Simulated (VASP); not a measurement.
Runs of VASP 6.6.1 on Ni. The structure is that of space group P6_3/mmc (No. 194), or close to it. The cells are those of the table. This isn't the form of Ni at room conditions, which is fcc.

```tsv
task	spin	cell	k mesh	cutoff (eV)	smearing	gap on the mesh (eV)	pressure (GPa)	moment (μB)
single point	collinear, ferromagnetic start	a = 2.538, b = 2.538, c = 8.309 Å, angles 90.0, 90.0, 120.0°, 4 atoms	16 × 16 × 5	520	fermi-dirac 0.05 eV	none	(c)	2.55
single point	off	a = 2.397, b = 2.397, c = 7.853 Å, angles 90.0, 90.0, 120.0°, 4 atoms	16 × 16 × 5	520	fermi-dirac 0.1 eV	none	(b)	-
single point	collinear, ferromagnetic start	a = 2.571, b = 2.571, c = 8.414 Å, angles 90.0, 90.0, 120.0°, 4 atoms	16 × 16 × 5	520	fermi-dirac 0.05 eV	none	(a)	2.64
single point	off	a = 2.501, b = 2.501, c = 8.195 Å, angles 90.0, 90.0, 120.0°, 4 atoms	14 × 14 × 4	520	fermi-dirac 0.1 eV	none	0.2	-
single point	off	a = 2.534, b = 2.534, c = 8.302 Å, angles 90.0, 90.0, 120.0°, 4 atoms	16 × 16 × 5	520	fermi-dirac 0.1 eV	none	-6.3	-
relaxation of cell and atoms	off	relaxed from a = 2.492, b = 2.492, c = 8.138 Å, angles 90.0, 90.0, 120.0°, 4 atoms	14 × 14 × 4	600	fermi-dirac 0.1 eV	-	0.1	-
single point	off	a = 2.501, b = 2.501, c = 8.195 Å, angles 90.0, 90.0, 120.0°, 4 atoms	16 × 16 × 5	520	fermi-dirac 0.1 eV	none	0.2	-
single point	off	a = 2.597, b = 2.597, c = 8.510 Å, angles 90.0, 90.0, 120.0°, 4 atoms	16 × 16 × 5	520	fermi-dirac 0.1 eV	none	-15.4	-
single point	off	a = 2.467, b = 2.467, c = 8.084 Å, angles 90.0, 90.0, 120.0°, 4 atoms	16 × 16 × 5	520	fermi-dirac 0.1 eV	none	8.5	-
```

Alike in all rows: level revPBE; potentials or basis VASP PAW PBE potentials, release 64 (Ni).

Task: Estimate the missing entries.

Result: (a) -11.4; (b) 32.3; (c) -6.5.

Caveats: the PAW data sets were made with another functional, which shifts forces and pressure a little; the cell stands under tension (at least some runs); the cell stands under pressure (at least some runs); the highest band is partly filled, so the run has too few bands (at least some runs).

A gap of «none» marks levels without a gap at the run's occupations.
